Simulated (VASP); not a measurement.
# BaTiO3 in VASP: further runs

BaTiO3 is run at these levels: PBE; tasks: single point.

Everything below comes from runs of VASP 6.6.1. Logs are shortened: lines on timing, memory, paths and dates and some standing lists are left out, and cuts for length are marked.

**1. The cell of the first run**

It takes space group Pm-3m (No. 221, cubic). The conventional cell has a = 4.019 Å, b = 4.019 Å, c = 4.019 Å, α = 90.00°, β = 90.00°, γ = 90.00°. Ba (site symmetry m-3m) has 12 O at 2.84 Å and 8 Ti at 3.48 Å within 3.7 Å. Ti (site symmetry m-3m) has 6 O at 2.01 Å within 2.7 Å. O (site symmetry 4/mmm) has 2 Ti at 2.01 Å within 2.7 Å.

**2. Single point, PBE**

INCAR reads:

```
  PREC = Accurate
  ENCUT = 520
  EDIFF = 1E-6
  ISMEAR = 0
  SIGMA = 0.02
  LREAL = False
  LASPH = True
  NELM = 80
  ALGO = Normal
  ISIF = 2
  LWAVE = False
  LCHARG = True
  GGA = PE
  LELF = True
  LVHAR = True
  NBANDS = 28
```

KPOINTS reads:

```
Automatic mesh
0
Gamma
  8 8 8
```

POSCAR reads:

```
BaTiO3
1.0
    4.0192509337      0.0000000000      0.0000000000
    0.0000000000      4.0192509337      0.0000000000
    0.0000000000      0.0000000000      4.0192509337
Ba Ti O
1 1 3
Direct
    0.5000000000      0.5000000000      0.5000000000
    0.0000000000      0.0000000000      0.0000000000
    0.5000000000      0.0000000000      0.0000000000
    0.0000000000      0.5000000000      0.0000000000
    0.0000000000      0.0000000000      0.5000000000
```

Potentials or basis: VASP PAW PBE potentials, release 64 (Ba_sv, Ti_sv, O).

The run is started by

```sh
$ cat potpaw_PBE.64/Ba_sv/POTCAR potpaw_PBE.64/Ti_sv/POTCAR potpaw_PBE.64/O/POTCAR > POTCAR
$ mpirun -np 1 vasp_std > vasp.out
```

OUTCAR:

```text
PREC = Accurate
   ENCUT = 520
   EDIFF = 1E-6
   ISMEAR = 0
   LREAL = False
   LASPH = True
   NELM = 80
   ISIF = 2
   GGA = PE

 ion  position               nearest neighbor table
   1  0.500  0.500  0.500-   3 2.84   4 2.84   5 2.84   3 2.84   4 2.84   3 2.84   5 2.84   3 2.84
                             4 2.84   5 2.84   4 2.84   5 2.84   2 3.48   2 3.48   2 3.48   2 3.48
   2  0.000  0.000  0.000-   3 2.01   4 2.01   5 2.01   5 2.01   4 2.01   3 2.01   1 3.48   1 3.48
                             1 3.48   1 3.48   1 3.48   1 3.48   1 3.48   1 3.48
   3  0.500  0.000  0.000-   2 2.01   2 2.01   1 2.84   1 2.84   1 2.84   1 2.84
   4  0.000  0.500  0.000-   2 2.01   2 2.01   1 2.84   1 2.84   1 2.84   1 2.84
   5  0.000  0.000  0.500-   2 2.01   2 2.01   1 2.84   1 2.84   1 2.84   1 2.84

  LATTYP: Found a simple cubic cell.
 ALAT       =     4.0192509337

  Lattice vectors:

 A1 = (   4.0192509337,   0.0000000000,   0.0000000000)
 A2 = (   0.0000000000,   4.0192509337,   0.0000000000)
 A3 = (   0.0000000000,   0.0000000000,   4.0192509337)

Analysis of symmetry for initial positions (statically):
=====================================================================
 Subroutine PRICEL returns:
 Original cell was already a primitive cell.

 Routine SETGRP: Setting up the symmetry group for a
 simple cubic supercell.

 Subroutine GETGRP returns: Found 48 space group operations
[... 9 lines left out ...]

 Routine SETGRP: Setting up the symmetry group for a
 simple cubic supercell.

 Subroutine GETGRP returns: Found 48 space group operations
[... 11 lines left out ...]
                                     Primitive cell

  volume of cell :      64.9285

  direct lattice vectors                    reciprocal lattice vectors
     4.019250934  0.000000000  0.000000000     0.248802580  0.000000000  0.000000000
     0.000000000  4.019250934  0.000000000     0.000000000  0.248802580  0.000000000
     0.000000000  0.000000000  4.019250934     0.000000000  0.000000000  0.248802580

  length of vectors
     4.019250934  4.019250934  4.019250934     0.248802580  0.248802580  0.248802580

  position of ions in fractional coordinates (direct lattice)
     0.500000000  0.500000000  0.500000000
     0.000000000  0.000000000  0.000000000
     0.500000000  0.000000000  0.000000000
     0.000000000  0.500000000  0.000000000
     0.000000000  0.000000000  0.500000000

  ion indices of the primitive-cell ions
   primitive index   ion index
                 1           1
                 2           2
                 3           3
                 4           4
                 5           5

----------------------------------------------------------------------------------------

 KPOINTS: Automatic mesh

Automatic generation of k-mesh.
 Grid dimensions read from file:
 generate k-points for:    8    8    8

 Generating k-lattice:

  Cartesian coordinates                     Fractional coordinates (reciprocal lattice)
     0.031100322  0.000000000  0.000000000     0.125000000  0.000000000  0.000000000
     0.000000000  0.031100322  0.000000000     0.000000000  0.125000000  0.000000000
     0.000000000  0.000000000  0.031100322     0.000000000  0.000000000  0.125000000

  Length of vectors
     0.031100322  0.031100322  0.031100322

  Shift w.r.t. Gamma in fractional coordinates (k-lattice)
     0.000000000  0.000000000  0.000000000

 Subroutine IBZKPT returns following result:
 ===========================================

 Found     35 irreducible k-points:

 Following reciprocal coordinates:
            Coordinates               Weight
  0.000000  0.000000  0.000000      1.000000
  0.125000  0.000000  0.000000      6.000000
  0.250000  0.000000  0.000000      6.000000
  0.375000  0.000000  0.000000      6.000000
  0.500000  0.000000  0.000000      3.000000
  0.125000  0.125000  0.000000     12.000000
[... 16 lines left out ...]
  0.375000  0.375000  0.125000     24.000000
  0.500000  0.375000  0.125000     24.000000
 [... further k-points ...]
   k-points           NKPTS =     35   k-points in BZ     NKDIM =     35   number of bands    NBANDS=     28
   number of dos      NEDOS =    301   number of ions     NIONS =      5
   total plane-waves  NPLWV =  27000
   dimension x,y,z NGX =    30 NGY =   30 NGZ =   30
   dimension x,y,z NGXF=    60 NGYF=   60 NGZF=   60
   ions per type =               1   1   3
   NGX,Y,Z   is equivalent  to a cutoff of  12.41, 12.41, 12.41 a.u.
   NGXF,Y,Z  is equivalent  to a cutoff of  24.82, 24.82, 24.82 a.u.
 SYSTEM =  unknown system
   PREC   = accura    normal or accurate (medium, high low for compatibility)
   ISTART =      0    job   : 0-new  1-cont  2-samecut
   ICHARG =      2    charge: 1-file 2-atom 10-const
   ISPIN  =      1    spin polarized calculation?
   LNONCOLLINEAR =      F non collinear calculations
   LSORBIT =      F    spin-orbit coupling
   LASPH  =      T    aspherical Exc in radial PAW
   ENCUT  =  520.0 eV  38.22 Ry    6.18 a.u.   7.47  7.47  7.47*2*pi/ulx,y,z
   NELM   =     80;   NELMIN=  2; NELMDL= -5     # of ELM steps
   EDIFF  = 0.1E-05   stopping-criterion for ELM
   LREAL  =      F    real-space projection
   EDIFFG = 0.1E-04   stopping-criterion for IOM
   NSW    =      0    number of steps for IOM
   IBRION =     -1    ionic relax: 0-MD 1-quasi-New 2-CG
   NFREE  =      0    steps in history (QN), initial steepest desc. (CG)
   ISIF   =      2    stress and relaxation
   ISYM   =      2    0-nonsym 1-usesym 2-fastsym
   POTIM  = 0.5000    time-step for ionic-motion
   TEBEG  =    0.0;   TEEND  =   0.0 temperature during run
   PSTRESS=    0.0 pullay stress
   NELECT =      40.0000    total number of electrons
   NUPDOWN=      -1.0000    fix difference up-down
   EMIN   =  10.00;   EMAX   =-10.00  energy-range for DOS
   EFERMI =   0.00;   METHOD = LEGACY
   ISMEAR =     0;   SIGMA  =   0.02  broadening in eV -4-tet -1-fermi 0-gaus
   EFERMI_NEDOS =   21; number of points for ismear=-14 and -15
   IALGO  =     38    algorithm
   IMIX   =      4    mixing-type and parameters
     AMIX     =   0.40;   BMIX     =  1.00
     AMIX_MAG =   1.60;   BMIX_MAG =  1.00
  volume/ion in A,a.u.               =      12.99        87.63
  Fermi-wavevector in a.u.,A,eV,Ry     =   1.392995  2.632380 26.401240  1.940436
  Thomas-Fermi vector in A             =   2.516684
   LORBIT       =      0    0 simple, 1 ext, 2 COOP (PROOUT), +10 PAW based schemes
   GGA     = PE    functional components
   LHFCALC =     F    Hartree Fock is set to
   AEXX    =    0.0000 exact exchange contribution
   IVDW    =     0    specifies the selected vdW correction
   LEPSILON=     F    determine dielectric tensor
   LRPA    =     F    only Hartree local field effects (RPA)
 non-spin polarized calculation
 Gauss-broadening in eV      SIGMA  =   0.02
  energy-cutoff  :      520.00
  volume of cell :       64.93
 maximum number of plane-waves:      1775
 NGX is ok and might be reduce to    30
   NGX = 15   NGY = 15   NGZ = 15

 number of electron      39.9999976 magnetization

 Free energy of the ion-electron system (eV)
  ---------------------------------------------------
  ext. energy  EPLUGINS =         0.00000000
  ---------------------------------------------------
  free energy    TOTEN  =       -39.98177544 eV

  energy without entropy =      -39.98177544  energy(sigma->0) =      -39.98177544

 E-fermi :   3.9827     XC(G=0): -11.1943

 val. band max:        3.7374879056   @ k =   0.5000   0.5000   0.5000
 cond. band min:       5.4580233803   @ k =   0.0000   0.0000   0.0000
 fundamental gap:      1.7205354747
 Fermi energy:         3.9826673962

 k-point     1 :       0.0000    0.0000    0.0000
  band No.  band energies     occupation
      1     -52.9520      2.00000
      2     -29.1563      2.00000
      3     -29.1563      2.00000
      4     -29.1563      2.00000
      5     -21.1056      2.00000
      6     -13.1265      2.00000
[... 20 lines left out ...]
     27       8.7742      0.00000
     28      10.9838      0.00000

 k-point     2 :       0.1250    0.0000    0.0000
  band No.  band energies     occupation
      1     -52.9518      2.00000
      2     -29.1635      2.00000
      3     -29.1560      2.00000
      4     -29.1560      2.00000
      5     -21.0896      2.00000
      6     -13.1325      2.00000
[... 20 lines left out ...]
     27       9.0775      0.00000
     28      11.3565      0.00000

 k-point     3 :       0.2500    0.0000    0.0000
  band No.  band energies     occupation
      1     -52.9515      2.00000
      2     -29.1809      2.00000
      3     -29.1554      2.00000
      4     -29.1554      2.00000
      5     -21.0505      2.00000
      6     -13.1895      2.00000
[... 20 lines left out ...]
     27       9.8754      0.00000
     28      12.0479      0.00000

 k-point     4 :       0.3750    0.0000    0.0000
  band No.  band energies     occupation
      1     -52.9512      2.00000
      2     -29.1981      2.00000
      3     -29.1547      2.00000
      4     -29.1547      2.00000
      5     -21.0106      2.00000
      6     -13.2862      2.00000
[... 20 lines left out ...]
     27      10.8148      0.00000
     28      11.9324      0.00000

 k-point     5 :       0.5000    0.0000    0.0000
  band No.  band energies     occupation
      1     -52.9510      2.00000
      2     -29.2053      2.00000
      3     -29.1544      2.00000
      4     -29.1544      2.00000
      5     -20.9939      2.00000
      6     -13.3323      2.00000
[... 20 lines left out ...]
     27      11.2669      0.00000
     28      11.8838      0.00000

 k-point     6 :       0.1250    0.1250    0.0000
  band No.  band energies     occupation
      1     -52.9517      2.00000
      2     -29.1634      2.00000
      3     -29.1631      2.00000
      4     -29.1558      2.00000
      5     -21.0744      2.00000
      6     -13.1249      2.00000
[... 463 lines left out ...]
      5     -20.9615      2.00000
      6     -13.0034      2.00000
[... 20 lines left out ...]
     27      11.7635      0.00000
     28      12.2138      0.00000

 k-point    22 :       0.5000    0.2500    0.1250
  band No.  band energies     occupation
      1     -52.9504      2.00000
      2     -29.2033      2.00000
      3     -29.1781      2.00000
      4     -29.1606      2.00000
      5     -20.9482      2.00000
      6     -13.0077      2.00000
[... 20 lines left out ...]
     27      12.0197      0.00000
     28      12.1728      0.00000

 k-point    23 :       0.3750    0.3750    0.1250
  band No.  band energies     occupation
      1     -52.9502      2.00000
      2     -29.1955      2.00000
      3     -29.1952      2.00000
      4     -29.1602      2.00000
      5     -20.9343      2.00000
      6     -12.8516      2.00000
[... 20 lines left out ...]
     27      11.9243      0.00000
     28      12.5589      0.00000

 k-point    24 :       0.5000    0.3750    0.1250
  band No.  band energies     occupation
      1     -52.9501      2.00000
      2     -29.2023      2.00000
      3     -29.1949      2.00000
      4     -29.1599      2.00000
      5     -20.9229      2.00000
      6     -12.7962      2.00000
[... 20 lines left out ...]
     27      11.8683      0.00000
     28      12.6621      0.00000

 [... further k-points ...]
[... 5 lines left out ...]
  --------------------------------------------------------------------------------------
  -------------------------------------------------------------------------------------
  Total        0.6977621      0.6977621      0.6977621      0.0000000     -0.0000000      0.0000000
  in kB       17.2179947     17.2179947     17.2179947      0.0000000     -0.0000000      0.0000000
  external PRESSURE =      17.2179947 kB  Pullay stress =       0.0000000 kB

 VOLUME and BASIS-vectors are now :
 -----------------------------------------------------------------------------
  energy-cutoff  :      520.00
  volume of cell :       64.93
      direct lattice vectors                 reciprocal lattice vectors
     4.019250934  0.000000000  0.000000000     0.248802580  0.000000000  0.000000000
     0.000000000  4.019250934  0.000000000     0.000000000  0.248802580  0.000000000
     0.000000000  0.000000000  4.019250934     0.000000000  0.000000000  0.248802580

 POSITION                                       TOTAL-FORCE (eV/Angst)
 -----------------------------------------------------------------------------------
      2.00963      2.00963      2.00963         0.000000      0.000000      0.000000
      0.00000      0.00000      0.00000         0.000000      0.000000      0.000000
      2.00963      0.00000      0.00000         0.000000      0.000000      0.000000
      0.00000      2.00963      0.00000         0.000000      0.000000      0.000000
      0.00000      0.00000      2.00963         0.000000      0.000000      0.000000
 -----------------------------------------------------------------------------------
    total drift:                                0.000000     -0.000000      0.000000

  FREE ENERGIE OF THE ION-ELECTRON SYSTEM (eV)
  ---------------------------------------------------
  free  energy   TOTEN  =       -39.9817754358 eV

  energy  without entropy=      -39.9817754358  energy(sigma->0) =      -39.98177544
```

Wall time 28 s (1 thread of AMD EPYC 9R45 (Zen 5), shared host); peak memory 0.18 GiB.

What came out:

```
Free energy            : -39.9818 eV
Pressure               : 1.7 GPa
Band gap on the k mesh : 1.72 eV, indirect (least direct gap 1.88 eV)
```

Caveat: spin-orbit coupling is left out, which moves the levels of the heavy elements.

[end of part 1 of 2]
